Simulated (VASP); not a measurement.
# PbO (P4/nmm) in VASP: a series of runs

Aim: see how the results for PbO move with the level of theory and the settings. Levels: PBE, PBE+D3(BJ), r2SCAN+rVV10. Tasks: single point.

Everything below comes from runs of VASP 6.6.1. Logs are shortened: lines on timing, memory, paths and dates and some standing lists are left out, and cuts for length are marked.

**1. The cell of the first run**

It takes space group P4/nmm (No. 129, tetragonal). Conventional cell: a = 3.978 Å, b = 3.978 Å, c = 5.009 Å, α = 90.00°, β = 90.00°, γ = 90.00°. Within 3.1 Å of Pb (site symmetry 4mm) lie 4 O at 2.32 Å. O (site symmetry -4m2) has 4 Pb at 2.32 Å and 4 O at 2.81 Å within 3.1 Å.

**2. Single point, PBE**

Input file INCAR:

```
SYSTEM = PbO
  PREC = Accurate
  ENCUT = 520
  EDIFF = 1E-6
  ISMEAR = -1
  SIGMA = 0.02
  LREAL = .False.
  LASPH = .True.
  NELM = 100
  ALGO = Normal
  ISIF = 2
  LWAVE = .False.
  LCHARG = .False.
  GGA = PE
  NBANDS = 28
```

Input file KPOINTS:

```
Automatic mesh
0
Gamma
  6 6 6
  0 0 0
```

Input file POSCAR:

```
PbO
1.0
    3.9784492919      0.0000000000      0.0000000000
    0.0000000000      3.9784492919      0.0000000000
    0.0000000000      0.0000000000      5.0093266658
Pb O
2 2
Direct
    0.0000000000      0.5000000000      0.2364092148
    0.5000000000      0.0000000000      0.7635907852
    0.5000000000      0.5000000000      0.0000000000
    0.0000000000      0.0000000000      0.0000000000
```

Potentials or basis: VASP PAW PBE potentials, release 64 (Pb_d, O).

Command:

```
> cat potpaw_PBE.64/Pb_d/POTCAR potpaw_PBE.64/O/POTCAR > POTCAR
> mpirun -np 1 vasp_std > vasp.out
```

OUTCAR:

```text
SYSTEM = PbO
   PREC = Accurate
   ENCUT = 520
   EDIFF = 1E-6
   ISMEAR = -1
   LREAL = .False.
   LASPH = .True.
   NELM = 100
   ISIF = 2
   GGA = PE

 ion  position               nearest neighbor table
   1  0.000  0.500  0.236-   3 2.32   4 2.32   4 2.32   3 2.32   2 3.68   2 3.68   2 3.68   2 3.68
                             2 3.86   2 3.86   2 3.86   2 3.86
   2  0.500  0.000  0.764-   3 2.32   4 2.32   3 2.32   4 2.32   1 3.68   1 3.68   1 3.68   1 3.68
                             1 3.86   1 3.86   1 3.86   1 3.86
   3  0.500  0.500  0.000-   1 2.32   2 2.32   2 2.32   1 2.32
   4  0.000  0.000  0.000-   1 2.32   2 2.32   1 2.32   2 2.32

  LATTYP: Found a simple tetragonal cell.
 ALAT       =     3.9784492919
 C/A-ratio  =     1.2591153734

  Lattice vectors:

 A1 = (   3.9784492919,   0.0000000000,   0.0000000000)
 A2 = (   0.0000000000,   3.9784492919,   0.0000000000)
 A3 = (   0.0000000000,   0.0000000000,   5.0093266658)

Analysis of symmetry for initial positions (statically):
=====================================================================
 Subroutine PRICEL returns:
 Original cell was already a primitive cell.

 Routine SETGRP: Setting up the symmetry group for a
 simple tetragonal supercell.

 Subroutine GETGRP returns: Found 16 space group operations
 (whereof  8 operations were pure point group operations)
 out of a pool of 16 trial point group operations.

The static configuration has the point symmetry D_2d.
 The point group associated with its full space group is D_4h.

Analysis of symmetry for dynamics (positions and initial velocities):
=====================================================================
 Subroutine PRICEL returns:
 Original cell was already a primitive cell.

 Routine SETGRP: Setting up the symmetry group for a
 simple tetragonal supercell.

 Subroutine GETGRP returns: Found 16 space group operations
 (whereof  8 operations were pure point group operations)
 out of a pool of 16 trial point group operations.

The dynamic configuration has the point symmetry D_2d.
 The point group associated with its full space group is D_4h.

 Subroutine INISYM returns: Found 16 space group operations
 (whereof  8 operations are pure point group operations),
 and found     1 'primitive' translations

----------------------------------------------------------------------------------------

                                     Primitive cell

  volume of cell :      79.2879

  direct lattice vectors                    reciprocal lattice vectors
     3.978449292  0.000000000  0.000000000     0.251354215  0.000000000  0.000000000
     0.000000000  3.978449292  0.000000000     0.000000000  0.251354215  0.000000000
     0.000000000  0.000000000  5.009326666     0.000000000  0.000000000  0.199627628

  length of vectors
     3.978449292  3.978449292  5.009326666     0.251354215  0.251354215  0.199627628

  position of ions in fractional coordinates (direct lattice)
     0.000000000  0.500000000  0.236409215
     0.500000000  0.000000000  0.763590785
     0.500000000  0.500000000  0.000000000
     0.000000000  0.000000000  0.000000000

  ion indices of the primitive-cell ions
   primitive index   ion index
                 1           1
                 2           2
                 3           3
                 4           4

----------------------------------------------------------------------------------------

 KPOINTS: Automatic mesh

Automatic generation of k-mesh.
 Grid dimensions read from file:
 generate k-points for:    6    6    6

 Generating k-lattice:

  Cartesian coordinates                     Fractional coordinates (reciprocal lattice)
     0.041892369  0.000000000  0.000000000     0.166666667  0.000000000  0.000000000
     0.000000000  0.041892369  0.000000000     0.000000000  0.166666667  0.000000000
     0.000000000  0.000000000  0.033271271     0.000000000  0.000000000  0.166666667

  Length of vectors
     0.041892369  0.041892369  0.033271271

  Shift w.r.t. Gamma in fractional coordinates (k-lattice)
     0.000000000  0.000000000  0.000000000

 Subroutine IBZKPT returns following result:
 ===========================================

 Found     40 irreducible k-points:

 Following reciprocal coordinates:
            Coordinates               Weight
  0.000000  0.000000  0.000000      1.000000
  0.166667  0.000000  0.000000      4.000000
  0.333333  0.000000  0.000000      4.000000
  0.500000  0.000000  0.000000      2.000000
  0.166667  0.166667  0.000000      4.000000
  0.333333  0.166667  0.000000      8.000000
[... 16 lines left out ...]
  0.333333  0.000000  0.333333      8.000000
  0.500000  0.000000  0.333333      4.000000
 [... further k-points ...]
   k-points           NKPTS =     40   k-points in BZ     NKDIM =     40   number of bands    NBANDS=     28
   number of dos      NEDOS =    301   number of ions     NIONS =      4
   total plane-waves  NPLWV =  36000
   dimension x,y,z NGX =    30 NGY =   30 NGZ =   40
   dimension x,y,z NGXF=    60 NGYF=   60 NGZF=   80
   ions per type =               2   2
   NGX,Y,Z   is equivalent  to a cutoff of  12.54, 12.54, 13.27 a.u.
   NGXF,Y,Z  is equivalent  to a cutoff of  25.07, 25.07, 26.55 a.u.
 SYSTEM =  PbO
   PREC   = accura    normal or accurate (medium, high low for compatibility)
   ISTART =      0    job   : 0-new  1-cont  2-samecut
   ICHARG =      2    charge: 1-file 2-atom 10-const
   ISPIN  =      1    spin polarized calculation?
   LNONCOLLINEAR =      F non collinear calculations
   LSORBIT =      F    spin-orbit coupling
   LASPH  =      T    aspherical Exc in radial PAW
   ENCUT  =  520.0 eV  38.22 Ry    6.18 a.u.   7.40  7.40  9.31*2*pi/ulx,y,z
   NELM   =    100;   NELMIN=  2; NELMDL= -5     # of ELM steps
   EDIFF  = 0.1E-05   stopping-criterion for ELM
   LREAL  =      F    real-space projection
[... 7 lines left out ...]
   TEBEG  =    0.0;   TEEND  =   0.0 temperature during run
   PSTRESS=    0.0 pullay stress
   NELECT =      40.0000    total number of electrons
   NUPDOWN=      -1.0000    fix difference up-down
   EMIN   =  10.00;   EMAX   =-10.00  energy-range for DOS
   EFERMI =   0.00;   METHOD = LEGACY
   ISMEAR =    -1;   SIGMA  =   0.02  broadening in eV -4-tet -1-fermi 0-gaus
   EFERMI_NEDOS =   21; number of points for ismear=-14 and -15
   IALGO  =     38    algorithm
   IMIX   =      4    mixing-type and parameters
     AMIX     =   0.40;   BMIX     =  1.00
     AMIX_MAG =   1.60;   BMIX_MAG =  1.00
  volume/ion in A,a.u.               =      19.82       133.77
  Fermi-wavevector in a.u.,A,eV,Ry     =   1.303244  2.462775 23.108756  1.698446
  Thomas-Fermi vector in A             =   2.434259
   LORBIT       =      0    0 simple, 1 ext, 2 COOP (PROOUT), +10 PAW based schemes
   GGA     = PE    functional components
   LHFCALC =     F    Hartree Fock is set to
   AEXX    =    0.0000 exact exchange contribution
   IVDW    =     0    specifies the selected vdW correction
   LEPSILON=     F    determine dielectric tensor
   LRPA    =     F    only Hartree local field effects (RPA)
 non-spin polarized calculation
  energy-cutoff  :      520.00
  volume of cell :       79.29
 maximum number of plane-waves:      2170
 NGX is ok and might be reduce to    30
   NGX = 15   NGY = 15   NGZ = 19

 number of electron      39.9999998 magnetization

 Free energy of the ion-electron system (eV)
  ---------------------------------------------------
  ext. energy  EPLUGINS =         0.00000000
  ---------------------------------------------------
  free energy    TOTEN  =       -21.41679206 eV

  energy without entropy =      -21.41679206  energy(sigma->0) =      -21.41679206

 E-fermi :   5.5608     XC(G=0):  -9.8451

 val. band max:        5.1637753879   @ k =   0.0000   0.0000   0.0000
 cond. band min:       6.3953661173   @ k =   0.5000   0.5000   0.0000
 fundamental gap:      1.2315907294
 Fermi energy:         5.5607978346

 k-point     1 :       0.0000    0.0000    0.0000
  band No.  band energies     occupation
      1     -13.2503      2.00000
      2     -12.7114      2.00000
      3     -10.8576      2.00000
      4     -10.8576      2.00000
      5     -10.7960      2.00000
      6     -10.7752      2.00000
[... 20 lines left out ...]
     27      12.7100      0.00000
     28      13.2636      0.00000

 k-point     2 :       0.1667    0.0000    0.0000
  band No.  band energies     occupation
      1     -13.1915      2.00000
      2     -12.7306      2.00000
      3     -10.8443      2.00000
      4     -10.8412      2.00000
      5     -10.7759      2.00000
      6     -10.7587      2.00000
[... 20 lines left out ...]
     27      13.0064      0.00000
     28      14.8571      0.00000

 k-point     3 :       0.3333    0.0000    0.0000
  band No.  band energies     occupation
      1     -13.0537      2.00000
      2     -12.7951      2.00000
      3     -10.8096      2.00000
      4     -10.7999      2.00000
      5     -10.7345      2.00000
      6     -10.7300      2.00000
[... 20 lines left out ...]
     27      13.4636      0.00000
     28      15.9983      0.00000

 k-point     4 :       0.5000    0.0000    0.0000
  band No.  band energies     occupation
      1     -12.9077      2.00000
      2     -12.9077      2.00000
      3     -10.7665      2.00000
      4     -10.7665      2.00000
      5     -10.7564      2.00000
      6     -10.7564      2.00000
[... 578 lines left out ...]
     27      13.8450      0.00000
     28      14.9508      0.00000

 k-point    23 :       0.3333    0.0000    0.3333
  band No.  band energies     occupation
      1     -13.0553      2.00000
      2     -12.7966      2.00000
      3     -10.8243      2.00000
      4     -10.7777      2.00000
      5     -10.7720      2.00000
      6     -10.7409      2.00000
[... 20 lines left out ...]
     27      14.2176      0.00000
     28      15.8997      0.00000

 k-point    24 :       0.5000    0.0000    0.3333
  band No.  band energies     occupation
      1     -12.9151      2.00000
      2     -12.9151      2.00000
      3     -10.8096      2.00000
      4     -10.8096      2.00000
      5     -10.7506      2.00000
      6     -10.7506      2.00000
[... 20 lines left out ...]
     27      14.8688      0.00000
     28      14.8688      0.00000

 [... further k-points ...]
[... 5 lines left out ...]
  --------------------------------------------------------------------------------------
  -------------------------------------------------------------------------------------
  Total        2.4325363      2.4325363      1.9444303      0.0000000     -0.0000000      0.0000000
  in kB       49.1544563     49.1544563     39.2912595      0.0000000     -0.0000000      0.0000000
  external PRESSURE =      45.8667240 kB  Pullay stress =       0.0000000 kB

 VOLUME and BASIS-vectors are now :
 -----------------------------------------------------------------------------
  energy-cutoff  :      520.00
  volume of cell :       79.29
      direct lattice vectors                 reciprocal lattice vectors
     3.978449292  0.000000000  0.000000000     0.251354215  0.000000000  0.000000000
     0.000000000  3.978449292  0.000000000     0.000000000  0.251354215  0.000000000
     0.000000000  0.000000000  5.009326666     0.000000000  0.000000000  0.199627628

 POSITION                                       TOTAL-FORCE (eV/Angst)
 -----------------------------------------------------------------------------------
      0.00000      1.98922      1.18425         0.000000      0.000000      0.402051
      1.98922      0.00000      3.82508        -0.000000      0.000000     -0.402051
      1.98922      1.98922      0.00000         0.000000     -0.000000      0.000000
      0.00000      0.00000      0.00000        -0.000000      0.000000      0.000000
 -----------------------------------------------------------------------------------
    total drift:                                0.000000      0.000000     -0.000000

  FREE ENERGIE OF THE ION-ELECTRON SYSTEM (eV)
  ---------------------------------------------------
  free  energy   TOTEN  =       -21.4167920646 eV

  energy  without entropy=      -21.4167920646  energy(sigma->0) =      -21.41679206
```

Wall time 47 s (1 thread of AMD EPYC 9R45 (Zen 5), shared host); peak memory 0.19 GiB.

What came out:

* Free energy: -21.4168 eV
* Pressure: 4.6 GPa
* Largest force: 0.402 eV/Å
* Band gap on the k mesh: 1.23 eV (least direct gap 2.28 eV)

Forces on the atoms (eV/Å):
```
Pb   0.000  0.000  0.402
Pb   0.000  0.000 -0.402
O    0.000  0.000  0.000
O    0.000  0.000  0.000
```

Caveat: the cell stands under pressure; spin-orbit coupling is left out, which moves the levels of the heavy elements. A k mesh can miss the band edges.

[end of part 1 of 2]
